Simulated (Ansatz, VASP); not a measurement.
**One calculation of TiAl, two programs**

File INCAR:

```
PREC     = Accurate       # precision mode
ENCUT    = 520            # plane-wave cutoff, eV
EDIFF    = 1E-6           # SCF threshold, eV
ISMEAR   = 0              # smearing method
SIGMA    = 0.15           # smearing width, eV
LREAL    = False          # projectors in reciprocal space
LASPH    = True           # aspherical terms in the spheres
NELM     = 100            # most SCF steps
ALGO     = Fast           # electronic algorithm
ISIF     = 2              # what is computed and relaxed
LWAVE    = False          # write WAVECAR
LCHARG   = True           # write CHGCAR
GGA      = PS             # functional
LELF     = True           # ELF
LVHAR    = True         
NBANDS   = 14             # bands
```

File KPOINTS:

```
regular mesh
0
Gamma
  16 16 16
```

The input POSCAR:

```
TiAl
1.0
    2.8106926653      0.0000000000      0.0000000000
    0.0000000000      2.8106926653      0.0000000000
    0.0000000000      0.0000000000      3.9793786756
Ti Al
1 1
Direct
    0.0000000000      0.0000000000      0.0000000000
    0.5000000000      0.5000000000      0.5000000000
```

Input for Ansatz:

```yaml
crystal:
  lattice:
    - [2.8106926653, 0.0, 0.0]
    - [0.0, 2.8106926653, 0.0]
    - [0.0, 0.0, 3.9793786756]
  atoms:
    - { symbol: Ti, position: [0.0, 0.0, 0.0] }
    - { symbol: Al, position: [0.5, 0.5, 0.5] }
basis:
  ecutwfc: 520.0
kpoints:
  mp_grid: { grid: [16, 16, 16] }
hamiltonian:
  xc: pbesol
  pseudopotentials: { kind: paw, azcp: { folder: soft_1 } }
scf:
  occupations: { method: gaussian, width: 0.15 }
output:
  forces: true
  stress: true
  eigenvalues: true
```

Alike in both runs: task single point; functional PBEsol; k mesh 16 × 16 × 16; occupations gaussian, width 0.15 eV; no spin polarisation.

|  | VASP | Ansatz |
| --- | --- | --- |
| version | VASP 6.6.1 | Ansatz 0.2.0 |
| potentials or method | VASP PAW PBE potentials, release 64 (Ti_sv, Al), cutoff 520 eV | scalar-relativistic, plane waves, PAW |
| valence electrons in the cell | 15 | 15 |

Ansatz gave:

- gap on the k mesh at the Fermi level (eV): none
- pressure (GPa): 0.4
- traceless stress, the component that is largest in VASP (GPa): 1.07

Question: What did VASP give for the same quantities?

Answer: gap on the k mesh at the Fermi level (eV): none; pressure (GPa): 0.5; traceless stress, the component that is largest in VASP (GPa): 1.09.

VASP's potentials were made for PBE, not for PBEsol, and Ansatz warns of the same on its side. A gap of «none» marks a metal or a gap that the smearing closes.
